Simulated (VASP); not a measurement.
A run of VASP 6.6.1 is set up as follows.

File INCAR:

```
SYSTEM = Ti
ALGO     = Normal         ! electronic algorithm
EDIFF    = 1E-8           ! SCF threshold, eV
ENCUT    = 550            ! plane-wave cutoff, eV
GGA_COMPAT= .FALSE.      
IBRION   = 6              ! ionic algorithm
ISIF     = 3              ! what is computed and relaxed
ISMEAR   = 1              ! smearing method
IVDW     = 12             ! dispersion correction
LASPH    = .TRUE.         ! aspherical terms in the spheres
LCHARG   = .FALSE.        ! write CHGCAR
LMIXTAU  = .TRUE.       
LREAL    = .FALSE.        ! projectors in reciprocal space
LWAVE    = .FALSE.        ! write WAVECAR
METAGGA  = R2SCAN         ! meta-GGA
NELM     = 120            ! most SCF steps
NFREE    = 2            
NSW      = 1              ! ionic steps
POTIM    = 0.015          ! step
PREC     = Accurate       ! precision mode
SIGMA    = 0.05           ! smearing width, eV
VDW_A1   = 0.49484001   
VDW_A2   = 5.73083694   
VDW_S6   = 1.0          
VDW_S8   = 0.78981345
```

KPOINTS

```
k-points
0
G
  9 9 5
  0 0 0
```

The input POSCAR:

```
Ti
1.0
    2.9500000000      0.0000000000      0.0000000000
   -1.4750000000      2.5547749412      0.0000000000
    0.0000000000      0.0000000000      4.6800000000
Ti
2
Direct
    0.6666666667      0.3333333333      0.7500000000
    0.3333333333      0.6666666667      0.2500000000
```

Potentials or basis: VASP PAW PBE potentials, release 64 (Ti_sv).

The run is started by

```sh
$ cat potpaw_PBE.64/Ti_sv/POTCAR > POTCAR
$ mpirun -np 1 vasp_std > vasp.out
```

Q: Estimate the Voigt bulk modulus.

A: 112 GPa.

Q: Estimate the highest phonon frequency at Γ.

A: 154 cm⁻¹.

Q: Estimate the dispersion energy per atom.

A: -0.280 eV.

Phonon frequencies in cm⁻¹ (negative: imaginary):
| q point | frequencies |
| --- | --- |
| (0.000, 0.000, 0.000) | 0 0 0 139 139 154 |

Caveat: the cell is under stress, which shifts elastic constants; the PAW data sets were made with another functional, which shifts forces and pressure a little.
